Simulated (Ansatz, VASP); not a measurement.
## Two plane-wave programs on C

```
CELL_PARAMETERS angstrom
0.00000 1.75927 1.75927
1.75927 0.00000 1.75927
1.75927 1.75927 0.00000
ATOMIC_POSITIONS crystal
C 0.75000 0.75000 0.75000
C 0.50000 0.50000 0.50000
```

Alike in both runs: task single point; functional PBEsol; dispersion D4; k mesh 13 × 13 × 13; occupations fermi-dirac, width 0.05 eV; no spin polarisation.

```csv
,VASP,Ansatz
version,VASP 6.6.1,Ansatz 0.2.0
potentials or method,"VASP PAW PBE potentials, release 64 (C_h)",Ansatz PAW
plane-wave cutoff (eV),910,420
valence electrons in the cell,8,8
```

```tsv
	VASP	Ansatz	Ansatz less VASP
gap on the k mesh at the Fermi level (eV)	4.11	4.11	+0.001
least direct gap on the mesh (eV)	5.66	5.65	-0.004
```

VASP's potentials were made for PBE, not for PBEsol.

Noted on VASP's run: the cutoff is short for stress, so the pressure is rough. Noted on Ansatz's run: Pulay correction over one GPa; odd divisions of the mesh miss points on the zone boundary, where band edges often lie, so the gap on the mesh can be too wide.
